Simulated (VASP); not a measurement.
# MgSn4N (P6/mmm) in VASP: further runs

Runs on MgSn4N. Level: PBE. Tasks: single point, relaxation of cell and atoms.

Everything below comes from runs of VASP 6.6.1. Logs are shortened: lines on timing, memory, paths and dates and some standing lists are left out, and cuts for length are marked.

## (1) The cell of the first run

The structure is hexagonal, space group P6/mmm (No. 191). The conventional cell has a = 5.280 Å, b = 5.280 Å, c = 5.815 Å, α = 90.00°, β = 90.00°, γ = 120.00°. Mg (site symmetry 6/mmm) has 2 N at 2.91 Å and 6 Sn at 3.05 Å within 3.8 Å. Within 3.8 Å of Sn (site symmetry -6m2) lie 5 Sn at 2.91 to 3.05 Å and 3 Mg at 3.05 Å. Within 3.8 Å of Sn (site symmetry -6m2) lie 5 Sn at 2.91 to 3.05 Å and 3 N at 3.05 Å. Within 3.8 Å of N (site symmetry 6/mmm) lie 2 Mg at 2.91 Å and 6 Sn at 3.05 Å.

## (2) Single point, PBE

Contents of INCAR:

```
SYSTEM = MgSn4N
  ALGO = Normal
  EDIFF = 1E-7
  ENCUT = 520
  GGA = PE
  ISIF = 2
  ISMEAR = 0
  LASPH = .True.
  LCHARG = .False.
  LREAL = .False.
  LWAVE = .False.
  NBANDS = 40
  NELM = 100
  PREC = Accurate
  SIGMA = 0.1
```

Contents of KPOINTS:

```
k-points
0
Gamma
  6 6 4
  0 0 0
```

Contents of POSCAR:

```
MgSn4N
1.0
    5.2801639559      0.0000000028      0.0000000000
   -2.6400819804      4.5727561205      0.0000000000
    0.0000000000      0.0000000000      5.8152397233
Mg Sn N
1 4 1
Direct
    0.0000000000      0.0000000000      0.5000000000
    0.3333333333      0.6666666667      0.5000000000
    0.6666666667      0.3333333333      0.5000000000
    0.3333333333      0.6666666667      0.0000000000
    0.6666666667      0.3333333333      0.0000000000
    0.0000000000      0.0000000000      0.0000000000
```

Potentials or basis: VASP PAW PBE potentials, release 64 (Mg, Sn_d, N).

On the command line:

```
$ cat potpaw_PBE.64/Mg/POTCAR potpaw_PBE.64/Sn_d/POTCAR potpaw_PBE.64/N/POTCAR > POTCAR
$ mpirun -np 1 vasp_std > vasp.out
```

OUTCAR:

```text
SYSTEM = MgSn4N
   EDIFF = 1E-7
   ENCUT = 520
   GGA = PE
   ISIF = 2
   ISMEAR = 0
   LASPH = .True.
   LREAL = .False.
   NELM = 100
   PREC = Accurate

 ion  position               nearest neighbor table
   1  0.000  0.000  0.500-   2 3.05   3 3.05   2 3.05   3 3.05   3 3.05   2 3.05
   2  0.333  0.667  0.500-   4 2.91   4 2.91   3 3.05   3 3.05   1 3.05   1 3.05   1 3.05   3 3.05

   3  0.667  0.333  0.500-   5 2.91   5 2.91   2 3.05   2 3.05   1 3.05   1 3.05   1 3.05   2 3.05

   4  0.333  0.667  0.000-   2 2.91   2 2.91   5 3.05   5 3.05   5 3.05
   5  0.667  0.333  0.000-   3 2.91   3 2.91   4 3.05   4 3.05   4 3.05
   6  0.000  0.000  0.000-

  LATTYP: Found a hexagonal cell.
 ALAT       =     5.2801639559
 C/A-ratio  =     1.1013369607

  Lattice vectors:

 A1 = (   5.2801639559,   0.0000000028,   0.0000000000)
 A2 = (  -2.6400819804,   4.5727561205,   0.0000000000)
 A3 = (   0.0000000000,   0.0000000000,   5.8152397233)

Analysis of symmetry for initial positions (statically):
=====================================================================
 Subroutine PRICEL returns:
 Original cell was already a primitive cell.

 Routine SETGRP: Setting up the symmetry group for a
 hexagonal supercell.

 Subroutine GETGRP returns: Found 24 space group operations
 (whereof 24 operations were pure point group operations)
 out of a pool of 24 trial point group operations.

The static configuration has the point symmetry D_6h.

Analysis of symmetry for dynamics (positions and initial velocities):
=====================================================================
 Subroutine PRICEL returns:
 Original cell was already a primitive cell.

 Routine SETGRP: Setting up the symmetry group for a
 hexagonal supercell.

 Subroutine GETGRP returns: Found 24 space group operations
 (whereof 24 operations were pure point group operations)
 out of a pool of 24 trial point group operations.

The dynamic configuration has the point symmetry D_6h.

 Subroutine INISYM returns: Found 24 space group operations
 (whereof 24 operations are pure point group operations),
 and found     1 'primitive' translations

----------------------------------------------------------------------------------------

                                     Primitive cell

  volume of cell :     140.4084

  direct lattice vectors                    reciprocal lattice vectors
     5.280163956  0.000000003  0.000000000     0.189388058  0.109343247  0.000000000
    -2.640081980  4.572756121  0.000000000    -0.000000000  0.218686493  0.000000000
     0.000000000  0.000000000  5.815239723     0.000000000  0.000000000  0.171961956

  length of vectors
     5.280163956  5.280163956  5.815239723     0.218686493  0.218686493  0.171961956

  position of ions in fractional coordinates (direct lattice)
     0.000000000  0.000000000  0.500000000
     0.333333333  0.666666667  0.500000000
     0.666666667  0.333333333  0.500000000
     0.333333333  0.666666667  0.000000000
     0.666666667  0.333333333  0.000000000
     0.000000000  0.000000000  0.000000000

  ion indices of the primitive-cell ions
   primitive index   ion index
                 1           1
                 2           2
                 3           3
                 4           4
                 5           5
                 6           6

----------------------------------------------------------------------------------------

 KPOINTS: k-points

Automatic generation of k-mesh.
 Grid dimensions read from file:
 generate k-points for:    6    6    4

 Generating k-lattice:

  Cartesian coordinates                     Fractional coordinates (reciprocal lattice)
     0.031564676  0.018223874  0.000000000     0.166666667  0.000000000  0.000000000
    -0.000000000  0.036447749  0.000000000    -0.000000000  0.166666667  0.000000000
     0.000000000  0.000000000  0.042990489     0.000000000  0.000000000  0.250000000

  Length of vectors
     0.036447749  0.036447749  0.042990489

  Shift w.r.t. Gamma in fractional coordinates (k-lattice)
     0.000000000  0.000000000  0.000000000

 Subroutine IBZKPT returns following result:
 ===========================================

 Found     21 irreducible k-points:

 Following reciprocal coordinates:
            Coordinates               Weight
  0.000000  0.000000  0.000000      1.000000
  0.166667  0.000000  0.000000      6.000000
  0.333333  0.000000  0.000000      6.000000
  0.500000  0.000000  0.000000      3.000000
  0.166667  0.166667  0.000000      6.000000
  0.333333  0.166667  0.000000     12.000000
[... 13 lines left out ...]
  0.333333  0.166667  0.500000     12.000000
  0.333333  0.333333  0.500000      2.000000
   k-points           NKPTS =     21   k-points in BZ     NKDIM =     21   number of bands    NBANDS=     40
   number of dos      NEDOS =    301   number of ions     NIONS =      6
   total plane-waves  NPLWV =  76800
   dimension x,y,z NGX =    40 NGY =   40 NGZ =   48
[... 38 lines left out ...]
   LORBIT       =      0    0 simple, 1 ext, 2 COOP (PROOUT), +10 PAW based schemes
   GGA     = PE    functional components
   LHFCALC =     F    Hartree Fock is set to
   AEXX    =    0.0000 exact exchange contribution
   IVDW    =     0    specifies the selected vdW correction
   LEPSILON=     F    determine dielectric tensor
   LRPA    =     F    only Hartree local field effects (RPA)
 non-spin polarized calculation
 Gauss-broadening in eV      SIGMA  =   0.10
  energy-cutoff  :      520.00
  volume of cell :      140.41
 maximum number of plane-waves:      3800
 NGX is ok and might be reduce to    40
   NGX = 19   NGY = 19   NGZ = 21

 number of electron      62.9999988 magnetization

 Free energy of the ion-electron system (eV)
  ---------------------------------------------------
  ext. energy  EPLUGINS =         0.00000000
  ---------------------------------------------------
  free energy    TOTEN  =       -21.60457624 eV

  energy without entropy =      -21.58327342  energy(sigma->0) =      -21.59392483

 E-fermi :   6.6279     XC(G=0): -10.0337

 val. band max:        6.5522128677   @ k =   0.0000   0.0000   0.5000
 cond. band min:       6.6385472341   @ k =   0.1667   0.0000   0.2500
 fundamental gap:      0.0863343664
 Fermi energy:         6.6278691450

 k-point     1 :       0.0000    0.0000    0.0000
  band No.  band energies     occupation
      1     -15.2064      2.00000
      2     -15.0829      2.00000
      3     -14.9883      2.00000
      4     -14.9883      2.00000
      5     -14.9355      2.00000
      6     -14.9355      2.00000
[... 32 lines left out ...]
     39      11.7301      0.00000
     40      12.3603      0.00000

 k-point     2 :       0.1667    0.0000    0.0000
  band No.  band energies     occupation
      1     -15.2014      2.00000
      2     -15.0958      2.00000
      3     -14.9907      2.00000
      4     -14.9838      2.00000
      5     -14.9551      2.00000
      6     -14.9386      2.00000
[... 32 lines left out ...]
     39      11.4007      0.00000
     40      11.8243      0.00000

 k-point     3 :       0.3333    0.0000    0.0000
  band No.  band energies     occupation
      1     -15.1876      2.00000
      2     -15.1239      2.00000
      3     -14.9951      2.00000
      4     -14.9832      2.00000
      5     -14.9728      2.00000
      6     -14.9478      2.00000
[... 32 lines left out ...]
     39      11.3810      0.00000
     40      12.4370      0.00000

 k-point     4 :       0.5000    0.0000    0.0000
  band No.  band energies     occupation
      1     -15.1746      2.00000
      2     -15.1434      2.00000
      3     -14.9972      2.00000
      4     -14.9945      2.00000
      5     -14.9653      2.00000
      6     -14.9593      2.00000
[... 32 lines left out ...]
     39      11.4373      0.00000
     40      12.4909      0.00000
[... 643 lines left out ...]
     39      10.6489      0.00000
     40      11.4915      0.00000

 k-point    20 :       0.3333    0.1667    0.5000
  band No.  band energies     occupation
      1     -15.0077      2.00000
      2     -14.9879      2.00000
      3     -14.9707      2.00000
      4     -14.9565      2.00000
      5     -14.9500      2.00000
      6     -14.9372      2.00000
[... 32 lines left out ...]
     39      11.0842      0.00000
     40      11.3687      0.00000

 k-point    21 :       0.3333    0.3333    0.5000
  band No.  band energies     occupation
      1     -15.0189      2.00000
      2     -14.9992      2.00000
      3     -14.9618      2.00000
      4     -14.9618      2.00000
      5     -14.9421      2.00000
      6     -14.9421      2.00000
[... 32 lines left out ...]
     39       9.8463      0.00000
     40      10.7219      0.00000

------------------------ aborting loop because EDIFF is reached ----------------------------------------

  FORCE on cell =-STRESS in cart. coord.  units (eV):
  Direction    XX          YY          ZZ          XY          YZ          ZX
  --------------------------------------------------------------------------------------
  -------------------------------------------------------------------------------------
  Total       -0.1032421     -0.1032421     -0.1217519      0.0000000     -0.0000000     -0.0000000
  in kB       -1.1780788     -1.1780788     -1.3892908      0.0000000     -0.0000000     -0.0000000
  external PRESSURE =      -1.2484828 kB  Pullay stress =       0.0000000 kB

 VOLUME and BASIS-vectors are now :
 -----------------------------------------------------------------------------
  energy-cutoff  :      520.00
  volume of cell :      140.41
      direct lattice vectors                 reciprocal lattice vectors
     5.280163956  0.000000003  0.000000000     0.189388058  0.109343247  0.000000000
    -2.640081980  4.572756121  0.000000000    -0.000000000  0.218686493  0.000000000
     0.000000000  0.000000000  5.815239723     0.000000000  0.000000000  0.171961956

 POSITION                                       TOTAL-FORCE (eV/Angst)
 -----------------------------------------------------------------------------------
      0.00000      0.00000      2.90762        -0.000000     -0.000000      0.000000
     -0.00000      3.04850      2.90762         0.000000      0.000000      0.000000
      2.64008      1.52425      2.90762        -0.000000      0.000000      0.000000
     -0.00000      3.04850      0.00000         0.000000     -0.000000      0.000000
      2.64008      1.52425      0.00000        -0.000000      0.000000      0.000000
      0.00000      0.00000      0.00000        -0.000000     -0.000000      0.000000
 -----------------------------------------------------------------------------------
    total drift:                                0.000000     -0.000000     -0.000000

  FREE ENERGIE OF THE ION-ELECTRON SYSTEM (eV)
  ---------------------------------------------------
  free  energy   TOTEN  =       -21.6045762428 eV

  energy  without entropy=      -21.5832734244  energy(sigma->0) =      -21.59392483
```

Run time: 77 s. Hardware: 1 thread of Intel Xeon 6975P-C (Granite Rapids), shared host; peak memory 0.31 GiB.

Results:

```yaml
Free_energy: -21.6046 eV
Pressure: -0.1 GPa
```

Caveat: spin-orbit coupling is left out, which moves the levels of the heavy elements.

## (3) Single point, PBE

This run uses another cell than the first one, of 26.71 Å³/atom, 1.141 times its volume.

Contents of INCAR:

```
SYSTEM = MgSn4N
PREC = Accurate ; ENCUT = 520
EDIFF = 1E-7 ; ISMEAR = 0
SIGMA = 0.1 ; LREAL = .FALSE.
LASPH = .TRUE. ; NELM = 100
ALGO = Normal ; ISIF = 2
LWAVE = .FALSE. ; LCHARG = .FALSE.
GGA = PE ; NBANDS = 40
```

Contents of KPOINTS:

```
regular mesh
0
G
  6 6 4
  0 0 0
```

Contents of POSCAR:

```
MgSn4N
1.0
    5.4333229700      0.0000000000      0.0000000000
   -2.7166614900      4.7053957200      0.0000000000
    0.0000000000      0.0000000000      6.2677619800
Mg Sn N
1 4 1
Direct
    0.0000000000      0.0000000000      0.5000000000
    0.3333333300      0.6666666700      0.5000000000
    0.6666666700      0.3333333300      0.5000000000
    0.3333333300      0.6666666700      0.0000000000
    0.6666666700      0.3333333300      0.0000000000
    0.0000000000      0.0000000000      0.0000000000
```

Potentials or basis: VASP PAW PBE potentials, release 64 (Mg, Sn_d, N).

On the command line:

```
$ cat potpaw_PBE.64/Mg/POTCAR potpaw_PBE.64/Sn_d/POTCAR potpaw_PBE.64/N/POTCAR > POTCAR
$ mpirun -np 1 vasp_std > vasp.out
```

Run time: 76 s. Hardware: 1 thread of Intel Xeon 6975P-C (Granite Rapids), shared host; peak memory 0.33 GiB.

The run converged. Its results:

```yaml
Free_energy: -21.1714 eV
Pressure: -5.3 GPa
```

Stress tensor (GPa, compression positive):
```
-4.36  0.00  0.00
 0.00 -4.36  0.00
 0.00  0.00 -7.05
```

Levels at points of the mesh, in eV from the Fermi level:
| k point | band 30 | band 31 | band 32 | band 33 | band 34 | band 35 |
| --- | --- | --- | --- | --- | --- | --- |
| (0.00, 0.00, 0.00) | -1.65 | -0.34 | -0.30 | -0.02 | -0.02 | 0.44 |
| (0.50, 0.00, 0.00) | -1.74 | -0.68 | -0.11 | 1.25 | 1.47 | 2.94 |
| (0.00, 0.00, 0.50) | -1.19 | -1.07 | -1.07 | -0.18 | 0.10 | 0.10 |
| (0.50, 0.00, 0.50) | -0.23 | 0.62 | 0.99 | 1.08 | 1.11 | 1.86 |

Caveat: spin-orbit coupling is left out, which moves the levels of the heavy elements.

## (4) Relaxation of cell and atoms, PBE

This run uses another cell than the first one, of 26.71 Å³/atom, 1.141 times its volume.

Contents of INCAR:

```
SYSTEM = MgSn4N
PREC = Accurate ; ENCUT = 600
EDIFF = 1E-6 ; ISMEAR = 0
SIGMA = 0.1 ; LREAL = .FALSE.
LASPH = .TRUE. ; NELM = 80
ALGO = Normal ; ISIF = 3
LWAVE = .FALSE. ; LCHARG = .FALSE.
GGA = PE ; IBRION = 2
NSW = 90 ; EDIFFG = -0.04
```

KPOINTS is that of step 3.

POSCAR is that of step 3.

On the command line:

```
$ cat potpaw_PBE.64/Mg/POTCAR potpaw_PBE.64/Sn_d/POTCAR potpaw_PBE.64/N/POTCAR > POTCAR
$ mpirun -np 1 vasp_std > vasp.out
```

It took 7.6 min on 1 thread of Intel Xeon 6975P-C (Granite Rapids), shared host; peak memory 0.42 GiB.

The run converged. Its results:

```
Free energy                            : -21.6108 eV
Relaxed volume                         : 23.38 Å³/atom
Relaxed cell                           : a = 5.277 Å, b = 5.277 Å, c = 5.816 Å, α = 90.00°, β = 90.00°, γ = 120.00°
Space group after relaxing (to 0.05 Å) : P6/mmm (No. 191)
Energy gained by relaxing              : 73.0 meV/atom
Ionic steps                            : 7
Pressure after relaxing                : -0.1 GPa
```

Stress tensor (GPa, compression positive):
```
-0.02  0.00  0.00
 0.00 -0.02  0.00
 0.00  0.00 -0.13
```

The path:
| step | energy change (eV) | largest force (eV/Å) | pressure (GPa) | volume (Å³) |
| --- | --- | --- | --- | --- |
| 1 | 0.0000 | 0.0000 | -5.24 | 160.24 |
| 2 | -0.4150 | 0.0000 | -0.22 | 140.80 |
| 3 | -0.4176 | 0.0000 | 0.32 | 139.43 |
| 4 | -0.4374 | 0.0000 | 0.28 | 139.46 |
| 5 | -0.4374 | 0.0000 | 0.27 | 139.46 |
| 6 | -0.4374 | 0.0000 | 0.27 | 139.46 |
| 7 | -0.4379 | 0.0000 | -0.05 | 140.27 |

Final structure:
```
Mg Sn N
1.0
     5.27723    0.00000    0.00000
    -2.63861    4.57021    0.00000
     0.00000    0.00000    5.81577
Mg Sn N
1 4 1
Direct
  0.00000 0.00000 0.50000
  0.33333 0.66667 0.50000
  0.66667 0.33333 0.50000
  0.33333 0.66667 0.00000
  0.66667 0.33333 0.00000
  0.00000 0.00000 0.00000
```

Levels at points of the mesh, in eV from the Fermi level:
```csv
k point,band 29,band 30,band 31,band 32,band 33,band 34,band 35,band 36
"(0.00, 0.00, 0.00)",-2.07,-1.22,-0.81,-0.59,0.13,0.13,0.45,0.45
"(0.50, 0.00, 0.00)",-2.35,-1.82,-1.06,-0.19,1.31,1.77,2.98,3.08
"(0.00, 0.00, 0.50)",-1.82,-1.41,-1.38,-1.38,-0.08,-0.08,0.32,0.49
"(0.50, 0.00, 0.50)",-0.42,-0.28,0.55,1.05,1.43,1.72,2.51,3.18
```

Caveat: spin-orbit coupling is left out, which moves the levels of the heavy elements.

## (5) Single point, PBE

Contents of INCAR:

```
SYSTEM = MgSn4N
PREC = Accurate ; ENCUT = 520
EDIFF = 1E-7 ; ISMEAR = 0
SIGMA = 0.1 ; LREAL = .False.
LASPH = .True. ; NELM = 60
ALGO = Normal ; ISIF = 2
LWAVE = .False. ; LCHARG = .False.
GGA = PE ; NBANDS = 40
```

Contents of KPOINTS:

```
regular mesh
0
Gamma
  12 12 8
  0 0 0
```

Contents of POSCAR:

```
MgSn4N
1.0
    5.2563841600      0.0000000000      0.0000000000
   -2.6281920800      4.5521622146      0.0000000000
    0.0000000000      0.0000000000      5.8657958131
Mg Sn N
1 4 1
Direct
    0.0000000000      0.0000000000      0.5000000000
    0.3333333333      0.6666666667      0.5000000000
    0.6666666667      0.3333333333      0.5000000000
    0.3333333333      0.6666666667      0.0000000000
    0.6666666667      0.3333333333      0.0000000000
    0.0000000000      0.0000000000      0.0000000000
```

On the command line:

```
$ cat potpaw_PBE.64/Mg/POTCAR potpaw_PBE.64/Sn_d/POTCAR potpaw_PBE.64/N/POTCAR > POTCAR
$ mpirun -np 1 vasp_std > vasp.out
```

It took 7.9 min on 1 thread of Intel Xeon 6975P-C (Granite Rapids), shared host; peak memory 0.57 GiB.

Results (log left out):

```
Free energy : -21.5896 eV
Pressure    : -0.1 GPa
```

Levels at points of the mesh, in eV from the Fermi level:
```tsv
k point	band 30	band 31	band 32	band 33	band 34	band 35
(0.00, 0.00, 0.00)	-1.16	-0.60	-0.47	0.15	0.15	0.49
(0.50, 0.00, 0.00)	-1.82	-0.94	-0.09	1.40	1.87	3.17
(0.00, 0.00, 0.50)	-1.34	-1.28	-1.28	-0.01	-0.01	0.25
(0.50, 0.00, 0.50)	-0.23	0.69	1.16	1.42	1.69	2.47
```

Caveat: spin-orbit coupling is left out, which moves the levels of the heavy elements.

## (6) The runs side by side

| task | cell | k mesh | cutoff (eV) | gap on the mesh (eV) | pressure (GPa) |
| --- | --- | --- | --- | --- | --- |
| single point | a = 5.280, b = 5.280, c = 5.815 Å, angles 90.0, 90.0, 120.0°, 6 atoms | 6 × 6 × 4 | 520 | none | -0.1 |
| single point | a = 5.433, b = 5.433, c = 6.268 Å, angles 90.0, 90.0, 120.0°, 6 atoms | 6 × 6 × 4 | 520 | none | -5.3 |
| relaxation of cell and atoms | relaxed from a = 5.433, b = 5.433, c = 6.268 Å, angles 90.0, 90.0, 120.0°, 6 atoms | 6 × 6 × 4 | 600 | none | -0.1 |
| single point | a = 5.256, b = 5.256, c = 5.866 Å, angles 90.0, 90.0, 120.0°, 6 atoms | 12 × 12 × 8 | 520 | none | -0.1 |

Alike in all rows: level PBE; potentials or basis VASP PAW PBE potentials, release 64 (Mg, Sn_d, N); no spin polarisation; smearing gaussian 0.1 eV.

Caveats: spin-orbit coupling is left out, which moves the levels of the heavy elements.

Total energies depend on the potentials used, so only differences within one code and one set of settings carry meaning.
